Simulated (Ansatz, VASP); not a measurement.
## Zr3Si: VASP beside Ansatz

```
Zr Si
1.0
     4.30508    0.00000    0.00000
     0.00000    4.30508    0.00000
     0.00000    0.00000    4.30508
Zr Si
3 1
Direct
  0.00000 0.50000 0.50000
  0.50000 0.00000 0.50000
  0.50000 0.50000 0.00000
  0.00000 0.00000 0.00000
```

Alike in both runs: functional r2SCAN; k mesh 12 × 12 × 12; occupations gaussian, width 0.1 eV; no spin polarisation.

Ansatz relaxed the structure, and its values are those at the end. VASP's run is a single point on that final structure, the one shown.

|  | VASP | Ansatz |
| --- | --- | --- |
| version | VASP 6.6.1 | Ansatz 0.2.0 |
| potentials or method | VASP PAW PBE potentials, release 64 (Zr_sv, Si), cutoff 520 eV | scalar-relativistic, plane waves, PAW |
| valence electrons in the cell | 40 | 40 |

|  | VASP | Ansatz | Ansatz less VASP |
| --- | --- | --- | --- |
| gap on the k mesh at the Fermi level (eV) | none | none | - |
| pressure (GPa) | 0.0 | 0.0 | -0.02 |

VASP's potentials were made for PBE, not for r2SCAN. A gap of «none» marks a metal or a gap that the smearing closes. With one functional, cell and mesh, what is left measures potentials, basis and numerics.
